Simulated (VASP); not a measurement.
A run of VASP 6.6.1 is set up as follows.

The input INCAR:

```
SYSTEM = CdS
PREC = Accurate
ENCUT = 500
EDIFF = 1E-6
ISMEAR = -1
SIGMA = 0.05
LREAL = .FALSE.
LASPH = .TRUE.
NELM = 120
ALGO = Normal
ISIF = 2
LWAVE = .FALSE.
LCHARG = .FALSE.
NBANDS = 16
GGA_COMPAT = .FALSE.
```

KPOINTS

```
regular mesh
0
G
  4 4 4
  0 0 0
```

File POSCAR:

```
CdS
1.0
    0.0000000000      2.7532440000      2.7532440000
    2.7532440000      0.0000000000      2.7532440000
    2.7532440000      2.7532440000      0.0000000000
Cd S
1 1
Direct
    0.0000000000      0.0000000000      0.0000000000
    0.5000000000      0.5000000000      0.5000000000
```

Potentials or basis: VASP PAW LDA potentials, release 64 (Cd, S).

Command:

```bash
$ cat potpaw_LDA.64/Cd/POTCAR potpaw_LDA.64/S/POTCAR > POTCAR
$ mpirun -np 1 vasp_std > vasp.out
```

Task: Predict the pressure.

Result: -6.0 GPa.

Caveat: the k points lie up to 0.49 Å⁻¹ apart.
